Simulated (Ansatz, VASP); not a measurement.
This is a calculation of RbBr for Ansatz 0.2.0.

File input:

```
crystal:
  lattice:
    - [0.0, 3.3570415946, 3.3570415946]
    - [3.3570415946, 0.0, 3.3570415946]
    - [3.3570415946, 3.3570415946, 0.0]
  atoms:
    - { symbol: Rb, position: [0.0, 0.0, 0.0] }
    - { symbol: Br, position: [0.5, 0.5, 0.5] }
hamiltonian:
  xc: hse06
  pseudopotentials: { kind: paw }
kpoints:
  mp_grid: { grid: [4, 4, 4] }
scf:
  occupations: { method: fermi_dirac, width: 0.05 }
output:
  forces: true
  stress: true
  eigenvalues: true
```

Task: Set up the same calculation for VASP 6.6.1. Potentials there: VASP PAW PBE potentials, release 64 (Rb_sv, Br).

Result: As run (the cutoff follows the program's own potentials):

File POSCAR:

```
RbBr
1.0
    0.0000000000      3.3570415946      3.3570415946
    3.3570415946      0.0000000000      3.3570415946
    3.3570415946      3.3570415946      0.0000000000
Rb Br
1 1
Direct
    0.0000000000      0.0000000000      0.0000000000
    0.5000000000      0.5000000000      0.5000000000
```

INCAR.step1

```
PREC = Accurate
ENCUT = 520
EDIFF = 1E-5
ISMEAR = -1
SIGMA = 0.05
LREAL = F
LASPH = T
NELM = 60
ALGO = Normal
ISIF = 2
LWAVE = T
LCHARG = F
GGA = PE
NBANDS = 15
```

The input INCAR.step2:

```
PREC = Accurate
ENCUT = 520
EDIFF = 1E-6
ISMEAR = -1
SIGMA = 0.05
LREAL = F
LASPH = T
NELM = 60
ALGO = Normal
ISIF = 2
LWAVE = F
LCHARG = F
GGA = PE
LHFCALC = T
HFSCREEN = 0.2079
PRECFOCK = Normal
ISTART = 1
NBANDS = 15
```

The input KPOINTS:

```
Automatic mesh
0
Gamma
  4 4 4
```

Potentials or basis: VASP PAW PBE potentials, release 64 (Rb_sv, Br).

The run is started by

```console
$ cat potpaw_PBE.64/Rb_sv/POTCAR potpaw_PBE.64/Br/POTCAR > POTCAR
$ cp INCAR.step1 INCAR
$ mpirun -np 1 vasp_std > vasp.out
$ cp INCAR.step2 INCAR
$ mpirun -np 1 vasp_std > vasp.out
```

Both were run:

|  | VASP | Ansatz | Ansatz less VASP |
| --- | --- | --- | --- |
| gap on the k mesh at the Fermi level (eV) | 5.70 | 5.70 | +0.003 |
| least direct gap on the mesh (eV) | 5.70 | 5.70 | +0.003 |
| pressure (GPa) | 1.9 | 1.9 | -0.02 |

With one functional, cell and mesh, what is left measures potentials, basis and numerics.
